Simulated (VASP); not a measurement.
Input of a VASP 6.6.1 run:

INCAR

```
SYSTEM = MgS
PREC = Accurate ; ENCUT = 520
EDIFF = 1E-6 ; ISMEAR = 0
SIGMA = 0.1 ; LREAL = .FALSE.
LASPH = .TRUE. ; NELM = 60
ALGO = Normal ; ISIF = 2
LWAVE = .FALSE. ; LCHARG = .TRUE.
GGA = RP ; IVDW = 12
LELF = .TRUE. ; LVHAR = .TRUE.
NBANDS = 11
```

File KPOINTS:

```
Automatic mesh
0
G
  9 9 9
  0 0 0
```

Contents of POSCAR:

```
MgS
1.0
    0.0000000000      2.6016500000      2.6016500000
    2.6016500000      0.0000000000      2.6016500000
    2.6016500000      2.6016500000      0.0000000000
S Mg
1 1
Direct
    0.5000000000      0.5000000000      0.5000000000
    0.0000000000      0.0000000000      0.0000000000
```

Potentials or basis: VASP PAW PBE potentials, release 64 (S, Mg).

The run is started by

```sh
$ cat potpaw_PBE.64/S/POTCAR potpaw_PBE.64/Mg/POTCAR > POTCAR
$ mpirun -np 1 vasp_std > vasp.out
```

Question: Predict the dispersion energy per atom.

Answer: -1.424 eV.

Question: What does it give for the band gap on the k mesh?

Answer: 3.04 eV, indirect (least direct gap 3.87 eV).

Question: What does it give for the pressure?

Answer: -13.6 GPa.

Caveat: the PAW data sets were made with another functional, which shifts forces and pressure a little. A k mesh can miss the band edges.
